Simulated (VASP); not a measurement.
## Rb: relaxation of cell and atoms with r2SCAN

The system is Rb.

```xyz
1
Lattice="0.0000 3.5183 3.5183 3.5183 0.0000 3.5183 3.5183 3.5183 0.0000" Properties=species:S:1:pos:R:3 pbc="T T T"
Rb    0.0000    0.0000    0.0000
```

This isn't the form of Rb at room conditions, which is bcc.

```json
{
  "Program": "VASP 6.6.1",
  "Task": "relaxation of cell and atoms",
  "Functional": "r2SCAN",
  "Potentials or basis": "VASP PAW PBE potentials, release 64 (Rb_sv)",
  "Cutoff": "550 eV",
  "k mesh": "8 × 8 × 8",
  "Occupations": "fermi-dirac, width 0.1 eV",
  "Spin": "no spin polarisation",
  "Dipole correction": "no",
  "Further INCAR settings": "ALGO = Normal; EDIFF = 1e-07; IBRION = 2; EDIFFG = -0.01; NSW = 80; ISIF = 3"
}
```

| Property | Result |
| --- | --- |
| Relaxed volume | 95.86 Å³/atom |
| Relaxed cell | a = 5.137 Å, b = 5.137 Å, c = 5.137 Å, α = 60.00°, β = 60.00°, γ = 60.00° |
| Space group after relaxing (to 0.1 Å) | Fm-3m (No. 225) |
| Energy gained by relaxing | 7.6 meV/atom |
| Ionic steps | 4 |
| Pressure after relaxing | 0.0 GPa |
| Band gap on the k mesh | zero (an odd number of electrons rules out a gap without spin polarisation) |

The path:
```
step  energy change (eV)  largest force (eV/Å)  pressure (GPa)  volume (Å³)
   1              0.0000                0.0000            0.30        87.10
   2             -0.0033                0.0000            0.22        89.16
   3             -0.0075                0.0000            0.02        95.18
   4             -0.0076                0.0000            0.00        95.86
```

Final structure:
```cif
data_structure
_symmetry_space_group_name_H-M 'P 1'
_symmetry_Int_Tables_number 1
_cell_length_a 5.1372
_cell_length_b 5.1372
_cell_length_c 5.1372
_cell_angle_alpha 60.000
_cell_angle_beta 60.000
_cell_angle_gamma 60.000
_cell_volume 95.86
loop_
_atom_site_label
_atom_site_type_symbol
_atom_site_fract_x
_atom_site_fract_y
_atom_site_fract_z
_atom_site_occupancy
Rb1 Rb 0.00000 0.00000 0.00000 1
```

Levels at points of the mesh, in eV from the Fermi level:
| k point | band 2 | band 3 | band 4 | band 5 | band 6 | band 7 | band 8 |
| --- | --- | --- | --- | --- | --- | --- | --- |
| (0.00, 0.00, 0.00) | -13.58 | -13.58 | -13.58 | -2.01 | 3.98 | 3.98 | 3.98 |
| (0.50, 0.00, 0.00) | -13.66 | -13.59 | -13.59 | 0.28 | 0.56 | 3.74 | 3.74 |
| (0.50, 0.50, 0.00) | -13.66 | -13.61 | -13.61 | 0.74 | 1.38 | 2.03 | 4.72 |

Run time: 8.5 min on 1 thread of Intel(R) Xeon(R) Platinum 8375C CPU @ 2.90GHz (Ice Lake) (shared host), peak memory 0.26 GiB.

Caveat: the PAW data sets were made with another functional, which shifts forces and pressure a little.
